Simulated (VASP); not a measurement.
# InSe (R3m) in VASP: notebook

Aim: see how the results for InSe move with the level of theory and the settings. Levels: PBEsol, pbesol exchange, pbe correlation, PBE. Tasks: single point.

All numbers are computed with VASP 6.6.1; they aren't measurements. Logs are shortened: lines on timing, memory, paths and dates and some standing lists are left out, and cuts for length are marked.

**Experimental background.**

“The Interaction of Hydrogen with the van der Waals Crystal γ-InSe”, 2020, pmc:7321205 reports, for a bulk crystal of InSe at 300 K: band gap 1.25 eV.

The runs below are set against these values where they give the same quantity.

## 1. The cell of the first run

It takes space group R3m (No. 160, trigonal). Conventional cell: a = 4.000 Å, b = 4.000 Å, c = 25.320 Å, α = 90.00°, β = 90.00°, γ = 120.00°. In (site symmetry 3m) has 3 Se at 2.63 Å and 1 In at 2.82 Å within 3.5 Å. In (site symmetry 3m) has 3 Se at 2.64 Å and 1 In at 2.82 Å within 3.5 Å. Within 3.5 Å of Se (site symmetry 3m) lie 3 In at 2.63 Å. Se (site symmetry 3m) has 3 In at 2.64 Å within 3.5 Å.

## 2. Single point, PBEsol

Contents of INCAR:

```
PREC = Accurate ; ENCUT = 520
EDIFF = 1E-6 ; ISMEAR = 0
SIGMA = 0.01 ; LREAL = F
LASPH = T ; NELM = 60
ALGO = Normal ; ISIF = 2
LWAVE = F ; LCHARG = T
GGA = PS ; LELF = T
LVHAR = T ; NBANDS = 27
```

Contents of KPOINTS:

```
regular mesh
0
Gamma
  4 4 4
```

Contents of POSCAR:

```
InSe
1.0
    2.0000000000      1.1547005384      8.4400000000
   -2.0000000000      1.1547005384      8.4400000000
    0.0000000000     -2.3094010768      8.4400000000
In Se
2 2
Direct
    0.8886000000      0.8886000000      0.8886000000
    0.0000000000      0.0000000000      0.0000000000
    0.1719000000      0.1719000000      0.1719000000
    0.3835000000      0.3835000000      0.3835000000
```

Potentials or basis: VASP PAW PBE potentials, release 64 (In_d, Se).

Run with:

```sh
$ cat potpaw_PBE.64/In_d/POTCAR potpaw_PBE.64/Se/POTCAR > POTCAR
$ mpirun -np 1 vasp_std > vasp.out
```

OUTCAR:

```text
PREC = Accurate
   ENCUT = 520
   EDIFF = 1E-6
   ISMEAR = 0
   LREAL = F
   LASPH = T
   NELM = 60
   ISIF = 2
   GGA = PS

 ion  position               nearest neighbor table
   1  0.889  0.889  0.889-   3 2.63   3 2.63   3 2.63   2 2.82
   2  0.000  0.000  0.000-   4 2.64   4 2.64   4 2.64   1 2.82
   3  0.172  0.172  0.172-   1 2.63   1 2.63   1 2.63
   4  0.383  0.383  0.383-   2 2.64   2 2.64   2 2.64

  LATTYP: Found a trigonal (rhomboedric) cell.
 ALAT       =     8.7502533297
 COS(alpha) =     0.8955162542

  Lattice vectors:

 A1 = (   2.0000000000,   1.1547005384,   8.4400000000)
 A2 = (  -2.0000000000,   1.1547005384,   8.4400000000)
 A3 = (   0.0000000000,  -2.3094010768,   8.4400000000)

Analysis of symmetry for initial positions (statically):
=====================================================================
 Subroutine PRICEL returns:
 Original cell was already a primitive cell.

 Routine SETGRP: Setting up the symmetry group for a
 trigonal (rhombohedral) supercell.

 Subroutine GETGRP returns: Found  6 space group operations
 (whereof  6 operations were pure point group operations)
 out of a pool of 12 trial point group operations.

The static configuration has the point symmetry C_3v.

Analysis of symmetry for dynamics (positions and initial velocities):
=====================================================================
 Subroutine PRICEL returns:
 Original cell was already a primitive cell.

 Routine SETGRP: Setting up the symmetry group for a
 trigonal (rhombohedral) supercell.

 Subroutine GETGRP returns: Found  6 space group operations
 (whereof  6 operations were pure point group operations)
 out of a pool of 12 trial point group operations.

The dynamic configuration has the point symmetry C_3v.

 Subroutine INISYM returns: Found  6 space group operations
 (whereof  6 operations are pure point group operations),
 and found     1 'primitive' translations

----------------------------------------------------------------------------------------

                                     Primitive cell

  volume of cell :     116.9481

  direct lattice vectors                    reciprocal lattice vectors
     2.000000000  1.154700538  8.440000000     0.250000000  0.144337567  0.039494471
    -2.000000000  1.154700538  8.440000000    -0.250000000  0.144337567  0.039494471
     0.000000000 -2.309401077  8.440000000     0.000000000 -0.288675135  0.039494471

  length of vectors
     8.750253330  8.750253330  8.750253330     0.291364285  0.291364285  0.291364285

  position of ions in fractional coordinates (direct lattice)
     0.888600000  0.888600000  0.888600000
     0.000000000  0.000000000  0.000000000
     0.171900000  0.171900000  0.171900000
     0.383500000  0.383500000  0.383500000

  ion indices of the primitive-cell ions
   primitive index   ion index
                 1           1
                 2           2
                 3           3
                 4           4

----------------------------------------------------------------------------------------

 KPOINTS: regular mesh

Automatic generation of k-mesh.
 Grid dimensions read from file:
 generate k-points for:    4    4    4

 Generating k-lattice:

  Cartesian coordinates                     Fractional coordinates (reciprocal lattice)
     0.062500000  0.036084392  0.009873618     0.250000000  0.000000000  0.000000000
    -0.062500000  0.036084392  0.009873618     0.000000000  0.250000000  0.000000000
     0.000000000 -0.072168784  0.009873618     0.000000000  0.000000000  0.250000000

  Length of vectors
     0.072841071  0.072841071  0.072841071

  Shift w.r.t. Gamma in fractional coordinates (k-lattice)
     0.000000000  0.000000000  0.000000000

 Subroutine IBZKPT returns following result:
 ===========================================

 Found     13 irreducible k-points:

 Following reciprocal coordinates:
            Coordinates               Weight
  0.000000  0.000000  0.000000      1.000000
  0.250000 -0.000000  0.000000      6.000000
  0.500000 -0.000000  0.000000      3.000000
  0.250000  0.250000  0.000000      6.000000
  0.500000  0.250000  0.000000     12.000000
 -0.250000  0.250000  0.000000      6.000000
  0.500000  0.500000  0.000000      3.000000
  0.250000  0.250000  0.250000      2.000000
  0.500000  0.250000  0.250000      6.000000
 -0.250000  0.250000  0.250000      6.000000
  0.500000  0.500000  0.250000      6.000000
 -0.250000  0.500000  0.250000      6.000000
  0.500000  0.500000  0.500000      1.000000
   k-points           NKPTS =     13   k-points in BZ     NKDIM =     13   number of bands    NBANDS=     27
   number of dos      NEDOS =    301   number of ions     NIONS =      4
   total plane-waves  NPLWV = 343000
   dimension x,y,z NGX =    70 NGY =   70 NGZ =   70
   dimension x,y,z NGXF=   140 NGYF=  140 NGZF=  140
   ions per type =               2   2
   NGX,Y,Z   is equivalent  to a cutoff of  13.30, 13.30, 13.30 a.u.
   NGXF,Y,Z  is equivalent  to a cutoff of  26.60, 26.60, 26.60 a.u.
 SYSTEM =  unknown system
   PREC   = accura    normal or accurate (medium, high low for compatibility)
   ISTART =      0    job   : 0-new  1-cont  2-samecut
   ICHARG =      2    charge: 1-file 2-atom 10-const
   ISPIN  =      1    spin polarized calculation?
   LNONCOLLINEAR =      F non collinear calculations
   LSORBIT =      F    spin-orbit coupling
   LASPH  =      T    aspherical Exc in radial PAW
   ENCUT  =  520.0 eV  38.22 Ry    6.18 a.u.  16.27 16.27 16.27*2*pi/ulx,y,z
   NELM   =     60;   NELMIN=  2; NELMDL= -5     # of ELM steps
   EDIFF  = 0.1E-05   stopping-criterion for ELM
   LREAL  =      F    real-space projection
   EDIFFG = 0.1E-04   stopping-criterion for IOM
   NSW    =      0    number of steps for IOM
   IBRION =     -1    ionic relax: 0-MD 1-quasi-New 2-CG
   NFREE  =      0    steps in history (QN), initial steepest desc. (CG)
   ISIF   =      2    stress and relaxation
   ISYM   =      2    0-nonsym 1-usesym 2-fastsym
   POTIM  = 0.5000    time-step for ionic-motion
   TEBEG  =    0.0;   TEEND  =   0.0 temperature during run
   PSTRESS=    0.0 pullay stress
   NELECT =      38.0000    total number of electrons
   NUPDOWN=      -1.0000    fix difference up-down
   EMIN   =  10.00;   EMAX   =-10.00  energy-range for DOS
   EFERMI =   0.00;   METHOD = LEGACY
   ISMEAR =     0;   SIGMA  =   0.01  broadening in eV -4-tet -1-fermi 0-gaus
   EFERMI_NEDOS =   21; number of points for ismear=-14 and -15
   IALGO  =     38    algorithm
   IMIX   =      4    mixing-type and parameters
     AMIX     =   0.40;   BMIX     =  1.00
     AMIX_MAG =   1.60;   BMIX_MAG =  1.00
  volume/ion in A,a.u.               =      29.24       197.30
  Fermi-wavevector in a.u.,A,eV,Ry     =   1.125481  2.126852 17.234615  1.266709
  Thomas-Fermi vector in A             =   2.262159
   LORBIT       =      0    0 simple, 1 ext, 2 COOP (PROOUT), +10 PAW based schemes
   GGA     = PS    functional components
   LHFCALC =     F    Hartree Fock is set to
   AEXX    =    0.0000 exact exchange contribution
   IVDW    =     0    specifies the selected vdW correction
   LEPSILON=     F    determine dielectric tensor
   LRPA    =     F    only Hartree local field effects (RPA)
 non-spin polarized calculation
 Gauss-broadening in eV      SIGMA  =   0.01
  energy-cutoff  :      520.00
  volume of cell :      116.95
 maximum number of plane-waves:      3176
 NGX is ok and might be reduce to    70
   NGX = 33   NGY = 33   NGZ = 33

 number of electron      37.9999998 magnetization

 Free energy of the ion-electron system (eV)
  ---------------------------------------------------
  ext. energy  EPLUGINS =         0.00000000
  ---------------------------------------------------
  free energy    TOTEN  =       -15.51217807 eV

  energy without entropy =      -15.51217807  energy(sigma->0) =      -15.51217807

 E-fermi :   4.0812     XC(G=0):  -9.0919

 val. band max:        3.9884036663   @ k =   0.5000   0.5000   0.5000
 cond. band min:       4.3142853552   @ k =   0.5000   0.5000   0.5000
 fundamental gap:      0.3258816889
 Fermi energy:         4.0812000718

 k-point     1 :       0.0000    0.0000    0.0000
  band No.  band energies     occupation
      1     -10.7478      2.00000
      2     -10.5732      2.00000
      3     -10.5732      2.00000
      4     -10.4993      2.00000
      5     -10.4993      2.00000
      6     -10.4767      2.00000
[... 19 lines left out ...]
     26       9.4029      0.00000
     27      11.3914      0.00000

 k-point     2 :       0.2500   -0.0000    0.0000
  band No.  band energies     occupation
      1     -10.8153      2.00000
      2     -10.6970      2.00000
      3     -10.6802      2.00000
      4     -10.5652      2.00000
      5     -10.4914      2.00000
      6     -10.4603      2.00000
[... 19 lines left out ...]
     26      10.3292      0.00000
     27      10.6102      0.00000

 k-point     3 :       0.5000   -0.0000    0.0000
  band No.  band energies     occupation
      1     -10.9240      2.00000
      2     -10.8236      2.00000
      3     -10.6768      2.00000
      4     -10.5657      2.00000
      5     -10.5057      2.00000
      6     -10.4226      2.00000
[... 19 lines left out ...]
     26      10.3299      0.00000
     27      10.8726      0.00000

 k-point     4 :       0.2500    0.2500    0.0000
  band No.  band energies     occupation
      1     -10.8128      2.00000
      2     -10.7011      2.00000
      3     -10.6787      2.00000
      4     -10.5655      2.00000
      5     -10.4913      2.00000
      6     -10.4602      2.00000
[... 19 lines left out ...]
     26      10.4062      0.00000
     27      10.6335      0.00000
[... 186 lines left out ...]
      4     -10.5656      2.00000
      5     -10.4913      2.00000
      6     -10.4601      2.00000
[... 19 lines left out ...]
     26      10.5393      0.00000
     27      10.9377      0.00000

 k-point    12 :      -0.2500    0.5000    0.2500
  band No.  band energies     occupation
      1     -10.8998      2.00000
      2     -10.8216      2.00000
      3     -10.6763      2.00000
      4     -10.5815      2.00000
      5     -10.4860      2.00000
      6     -10.4382      2.00000
[... 19 lines left out ...]
     26      10.6443      0.00000
     27      10.9970      0.00000

 k-point    13 :       0.5000    0.5000    0.5000
  band No.  band energies     occupation
      1     -10.7474      2.00000
      2     -10.5734      2.00000
      3     -10.5734      2.00000
      4     -10.4992      2.00000
      5     -10.4992      2.00000
      6     -10.4767      2.00000
[... 19 lines left out ...]
     26       9.5728      0.00000
     27      11.8600      0.00000

------------------------ aborting loop because EDIFF is reached ----------------------------------------

  FORCE on cell =-STRESS in cart. coord.  units (eV):
  Direction    XX          YY          ZZ          XY          YZ          ZX
  --------------------------------------------------------------------------------------
  -------------------------------------------------------------------------------------
  Total        0.6911867      0.6911867     -0.3898343     -0.0000000      0.0000000      0.0000000
  in kB        9.4691912      9.4691912     -5.3406928     -0.0000000      0.0000000      0.0000000
  external PRESSURE =       4.5325632 kB  Pullay stress =       0.0000000 kB

 VOLUME and BASIS-vectors are now :
 -----------------------------------------------------------------------------
  energy-cutoff  :      520.00
  volume of cell :      116.95
      direct lattice vectors                 reciprocal lattice vectors
     2.000000000  1.154700538  8.440000000     0.250000000  0.144337567  0.039494471
    -2.000000000  1.154700538  8.440000000    -0.250000000  0.144337567  0.039494471
     0.000000000 -2.309401077  8.440000000     0.000000000 -0.288675135  0.039494471

 POSITION                                       TOTAL-FORCE (eV/Angst)
 -----------------------------------------------------------------------------------
      0.00000      0.00000     22.49935         0.000000      0.000000      0.306905
      0.00000      0.00000      0.00000         0.000000      0.000000     -0.290097
      0.00000      0.00000      4.35251         0.000000     -0.000000     -0.113394
      0.00000      0.00000      9.71022         0.000000     -0.000000      0.096585
 -----------------------------------------------------------------------------------
    total drift:                               -0.000000      0.000000      0.000265

  FREE ENERGIE OF THE ION-ELECTRON SYSTEM (eV)
  ---------------------------------------------------
  free  energy   TOTEN  =       -15.5121780704 eV

  energy  without entropy=      -15.5121780704  energy(sigma->0) =      -15.51217807
```

Run time: 8 min. Hardware: 1 thread of AMD EPYC 7R13, shared host; peak memory 0.61 GiB.

Results:

```
Free energy            : -15.5122 eV
Pressure               : 0.5 GPa
Largest force          : 0.307 eV/Å
Band gap on the k mesh : 0.33 eV
```

Forces in eV/Å, atoms in the order of the input:
```
In   0.000  0.000  0.307
In   0.000  0.000 -0.290
Se   0.000  0.000 -0.113
Se   0.000  0.000  0.097
```

Stress tensor (GPa, compression positive):
```
 0.95  0.00  0.00
 0.00  0.95  0.00
 0.00  0.00 -0.53
```

Levels at points of the mesh, in eV from the valence-band top:
| k point | band 17 | band 18 | band 19 | band 20 | band 21 | band 22 |
| --- | --- | --- | --- | --- | --- | --- |
| (0.00, 0.00, 0.00) | -1.30 | -1.21 | -1.21 | 1.62 | 1.98 | 4.34 |
| (0.50, 0.00, 0.00) | -2.35 | -2.25 | -1.69 | 1.12 | 1.90 | 3.54 |
| (0.50, 0.50, 0.00) | -2.51 | -2.06 | -1.52 | 1.10 | 1.90 | 3.19 |
| (0.50, 0.50, 0.50) | -1.13 | -1.13 | 0.00 | 0.33 | 2.04 | 4.26 |

Caveat: the k points lie up to 0.46 Å⁻¹ apart; the PAW data sets were made with another functional, which shifts forces and pressure a little; spin-orbit coupling is left out, which moves the levels of the heavy elements. A k mesh can miss the band edges.

## 3. Single point, pbesol exchange, pbe correlation

Contents of INCAR:

```
ALGO = Normal
EDIFF = 1E-6
ENCUT = 500
GGA = LIBXC
GGA_COMPAT = F
ISIF = 2
ISMEAR = -5
LASPH = T
LCHARG = F
LIBXC1 = GGA_X_PBE_SOL
LIBXC2 = GGA_C_PBE
LREAL = F
LWAVE = F
NBANDS = 27
NELM = 120
PREC = Accurate
SIGMA = 0.05
```

Contents of KPOINTS:

```
k-points
0
Gamma
  8 8 8
```

POSCAR is that of step 2.

Potentials or basis: VASP PAW PBE potentials, release 64 (In_d, Se).

Run with:

```sh
$ cat potpaw_PBE.64/In_d/POTCAR potpaw_PBE.64/Se/POTCAR > POTCAR
$ mpirun -np 1 vasp_std > vasp.out
```

It took 7.6 min on 1 thread of AMD EPYC 9R45 (Zen 5), shared host; peak memory 0.57 GiB.

The run converged. Its results:

| Quantity | Value |
| --- | --- |
| Free energy | -15.7426 eV |
| Pressure | -0.2 GPa |
| Largest force | 0.315 eV/Å |
| Band gap on the k mesh | 0.36 eV |

Forces in eV/Å, atoms in the order of the input:
```
In   0.000  0.000  0.315
In   0.000  0.000 -0.296
Se   0.000  0.000 -0.087
Se   0.000  0.000  0.068
```

Stress tensor (GPa, compression positive):
```
-0.02  0.00  0.00
 0.00 -0.02  0.00
 0.00  0.00 -0.66
```

Levels at points of the mesh, in eV from the valence-band top:
| k point | band 17 | band 18 | band 19 | band 20 | band 21 | band 22 |
| --- | --- | --- | --- | --- | --- | --- |
| (0.00, 0.00, 0.00) | -1.31 | -1.22 | -1.22 | 1.64 | 1.99 | 4.37 |
| (0.50, 0.00, 0.00) | -2.36 | -2.26 | -1.68 | 1.11 | 1.92 | 3.54 |
| (0.50, 0.50, 0.00) | -2.52 | -2.07 | -1.52 | 1.13 | 1.90 | 3.18 |
| (0.50, 0.50, 0.50) | -1.14 | -1.14 | 0.00 | 0.36 | 2.04 | 4.28 |

Caveat: the PAW data sets were made with another functional, which shifts forces and pressure a little; spin-orbit coupling is left out, which moves the levels of the heavy elements.

(Continued in part 2 of 2.)
